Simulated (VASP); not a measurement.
# Se: relaxation of shape and atoms at fixed volume with PBEsol

Se:

```
Se
1.0
     3.46482    0.00000    0.00000
    -1.73241    3.00062    0.00000
     0.00000    0.00000    3.71402
Se
2
Cartesian
  0.0000 2.0004 0.9285
  1.7324 1.0002 2.7855
```

This isn't the form of Se at room conditions, which is trigonal, of chains.

```json
{
 "Program": "VASP 6.6.1",
 "Task": "relaxation of shape and atoms at fixed volume",
 "Functional": "PBEsol",
 "Potentials or basis": "VASP PAW PBE potentials, release 64 (Se)",
 "Cutoff": "600 eV",
 "k mesh": "14 × 14 × 8",
 "Occupations": "fermi-dirac, width 0.1 eV",
 "Spin": "no spin polarisation",
 "Dipole correction": "no",
 "Further INCAR settings": "ALGO = Normal; EDIFF = 1e-06; IBRION = 2; EDIFFG = -0.005; NSW = 50; ISIF = 4"
}
```

| Item | Value |
| --- | --- |
| Energy gained by relaxing | 6.7 meV/atom |
| Ionic steps | 3 |
| Pressure after relaxing | 6.7 GPa |
| Band gap on the k mesh | zero (bands 6 and 7 overlap by 2.83 eV) |

Step by step:
| step | energy change (eV) | largest force (eV/Å) | pressure (GPa) | volume (Å³) |
| --- | --- | --- | --- | --- |
| 1 | 0.0000 | 0.0000 | 8.06 | 38.61 |
| 2 | -0.0119 | 0.0000 | 7.14 | 38.61 |
| 3 | -0.0135 | 0.0000 | 6.66 | 38.61 |

Final structure:
```
CELL_PARAMETERS angstrom
3.42051 0.00000 0.00000
-1.71026 2.96225 0.00000
0.00000 0.00000 3.81085
ATOMIC_POSITIONS crystal
Se 0.33333 0.66667 0.25000
Se 0.66667 0.33333 0.75000
```

Levels at points of the mesh, in eV from the Fermi level:
```tsv
k point	band 3	band 4	band 5	band 6	band 7	band 8	band 9	band 10
(0.00, 0.00, 0.00)	-6.05	-2.07	-2.07	1.21	1.21	3.88	4.29	7.77
(0.50, 0.00, 0.00)	-4.81	-4.06	-3.48	-1.34	-1.00	2.64	3.47	9.55
(0.00, 0.00, 0.50)	-0.53	-0.53	-0.33	-0.33	-0.33	-0.33	8.32	8.32
(0.50, 0.00, 0.50)	-7.26	-7.26	-1.74	-1.74	1.17	1.17	8.91	8.91
```

It took 90 s on 1 thread of Intel Xeon 8259CL, with other jobs on the host, peak memory 0.19 GiB.

Caveat: the PAW data sets were made with another functional, which shifts forces and pressure a little.
